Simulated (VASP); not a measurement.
Input of a VASP 6.6.1 run:

INCAR

```
SYSTEM = Ca
ALGO = Fast ; EDIFF = 1E-7
ENCUT = 520 ; GGA = PS
ISIF = 2 ; ISMEAR = 0
LASPH = .True. ; LCHARG = .False.
LREAL = .False. ; LWAVE = .False.
NBANDS = 11 ; NELM = 60
PREC = Accurate ; SIGMA = 0.15
```

The input KPOINTS:

```
k-points
0
Gamma
  18 18 18
  0 0 0
```

POSCAR

```
Ca
1.0
    3.4472033558      0.0000000000      0.0000000000
    0.0000000000      3.4472033558      0.0000000000
    0.0000000000      0.0000000000      3.5850914900
Ca
1
Direct
    0.0000000000      0.0000000000      0.0000000000
```

Potentials or basis: VASP PAW PBE potentials, release 64 (Ca_sv).

The run is started by

```console
$ cat potpaw_PBE.64/Ca_sv/POTCAR > POTCAR
$ mpirun -np 1 vasp_std > vasp.out
```

**Question.** Estimate the band gap on the k mesh.

**Answer.** Zero (bands 5 and 6 overlap by 1.18 eV).

**Question.** Predict the pressure.

**Answer.** -0.3 GPa.

Stress tensor (GPa, compression positive):
```
 0.41  0.00  0.00
 0.00  0.41  0.00
 0.00  0.00 -1.69
```

Caveat: the cell differs from its parent crystal (strain +0.0400 x Voigt [0, 0, 1, 0, 0, 0]); the PAW data sets were made with another functional, which shifts forces and pressure a little.
